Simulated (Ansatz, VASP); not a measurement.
**Two plane-wave programs on Mg5SiSb2**

```
Mg Si Sb
1.0
     5.60616    0.00000    0.00000
     0.00000    5.60616    0.00000
     0.00000    0.00000    6.21030
Mg Si Sb
5 1 2
Direct
  0.00000 0.50000 0.00000
  0.50000 0.00000 0.00000
  0.00000 0.00000 0.50000
  0.00000 0.50000 0.50000
  0.50000 0.00000 0.50000
  0.00000 0.00000 0.00000
  0.50000 0.50000 0.74867
  0.50000 0.50000 0.25133
```

Alike in both runs: functional PBE; k mesh 8 × 8 × 6; occupations gaussian, width 0.1 eV; no spin polarisation.

Ansatz relaxed the structure, and its values are those at the end. VASP's run is a single point on that final structure, the one shown.

|  | VASP | Ansatz |
| --- | --- | --- |
| version | VASP 6.6.1 | Ansatz 0.2.0 |
| potentials or method | VASP PAW PBE potentials, release 64 (Mg, Si, Sb), cutoff 520 eV | scalar-relativistic, plane waves, PAW |
| valence electrons in the cell | 24 | 84 |

```tsv
	VASP	Ansatz	Ansatz less VASP
gap on the k mesh at the Fermi level (eV)	none	none	-
pressure (GPa)	-0.1	0.0	+0.05
```

A gap of «none» marks a metal or a gap that the smearing closes. VASP's potentials hold 24 valence electrons a cell and Ansatz's 84, so a difference there can come from the potentials and not from the codes.

Neither program's run includes spin-orbit coupling.
